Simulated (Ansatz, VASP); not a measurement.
# WS2 in VASP and in Ansatz

Contents of INCAR:

```
PREC     = Accurate       # precision mode
ENCUT    = 520            # plane-wave cutoff, eV
EDIFF    = 1E-6           # SCF threshold, eV
ISMEAR   = 0              # smearing method
SIGMA    = 0.01           # smearing width, eV
LREAL    = False          # projectors in reciprocal space
LASPH    = True           # aspherical terms in the spheres
NELM     = 80             # most SCF steps
ALGO     = Normal         # electronic algorithm
ISIF     = 2              # what is computed and relaxed
LWAVE    = False          # write WAVECAR
LCHARG   = False          # write CHGCAR
GGA      = PE             # functional
NBANDS   = 35             # bands
```

Contents of KPOINTS:

```
regular mesh
0
Gamma
  12 12 2
```

File POSCAR:

```
WS2
1.0
    3.1877751902      0.0000000029      0.0000000000
   -1.5938875976      2.7606942948      0.0000000000
    0.0000000000      0.0000000000     14.8712872264
W S
2 4
Direct
    0.3333333333      0.6666666667      0.2500000000
    0.6666666667      0.3333333333      0.7500000000
    0.3333333333      0.6666666667      0.6443541682
    0.6666666667      0.3333333333      0.1443541682
    0.3333333333      0.6666666667      0.8556458318
    0.6666666667      0.3333333333      0.3556458318
```

Input for Ansatz:

```yaml
crystal:
  lattice:
    - [3.1877751902, 2.9e-09, 0.0]
    - [-1.5938875976, 2.7606942948, 0.0]
    - [0.0, 0.0, 14.8712872264]
  atoms:
    - { symbol: W, position: [0.3333333333, 0.6666666667, 0.25] }
    - { symbol: W, position: [0.6666666667, 0.3333333333, 0.75] }
    - { symbol: S, position: [0.3333333333, 0.6666666667, 0.6443541682] }
    - { symbol: S, position: [0.6666666667, 0.3333333333, 0.1443541682] }
    - { symbol: S, position: [0.3333333333, 0.6666666667, 0.8556458318] }
    - { symbol: S, position: [0.6666666667, 0.3333333333, 0.3556458318] }
basis:
  ecutwfc: 420
  xc_grid: 2
kpoints:
  mp_grid: { grid: [12, 12, 2] }
  band_path: { path: [VBM, CBM], npoints: 2 }
hamiltonian:
  xc: pbe
scf:
  occupations: { method: gaussian, width: 0.01 }
output:
  forces: true
  stress: true
  eigenvalues: true
```

Alike in both runs: task single point; functional PBE; k mesh 12 × 12 × 2; occupations gaussian, width 0.01 eV; no spin polarisation.

|  | VASP | Ansatz |
| --- | --- | --- |
| version | VASP 6.6.1 | Ansatz 0.2.0 |
| potentials or method | VASP PAW PBE potentials, release 64 (W_sv, S), cutoff 520 eV | scalar-relativistic, plane waves, PAW |
| valence electrons in the cell | 52 | 52 |

|  | VASP | Ansatz | Ansatz less VASP |
| --- | --- | --- | --- |
| gap on the k mesh at the Fermi level (eV) | 1.64 | 1.63 | -0.014 |
| least direct gap on the mesh (eV) | 1.80 | 1.80 | -0.003 |
| pressure (GPa) | 0.0 | 0.0 | +0.04 |

Spin-orbit coupling is off throughout.
